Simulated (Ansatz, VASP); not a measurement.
## BiTe: VASP beside Ansatz

```
CELL_PARAMETERS angstrom
0.00000 3.19128 3.19128
3.19128 0.00000 3.19128
3.19128 3.19128 0.00000
ATOMIC_POSITIONS crystal
Bi 0.00000 0.00000 0.00000
Te 0.50000 0.50000 0.50000
```

Change from the starting cell: volume scaled by 0.96.

Alike in both runs: task single point; functional LDA; k mesh 7 × 7 × 7; occupations fermi-dirac, width 0.05 eV; no spin polarisation.

|  | VASP | Ansatz |
| --- | --- | --- |
| version | VASP 6.6.1 | Ansatz 0.2.0 |
| potentials or method | VASP PAW LDA potentials, release 64 (Bi_d, Te), cutoff 520 eV | all-electron LAPW, scalar-relativistic |

Ansatz gave:

* gap on the k mesh at the Fermi level (eV): none
* pressure (GPa): -0.7

Task: Estimate VASP's values.

Result: gap on the k mesh at the Fermi level (eV): none; pressure (GPa): -0.6.

LDA's correlation is that of Perdew and Zunger in VASP and of Perdew and Wang (1992) in Ansatz. A gap of «none» marks a metal or a gap that the smearing closes. Ansatz ran all-electron here, and VASP with PAW potentials.

Neither program's run includes spin-orbit coupling.
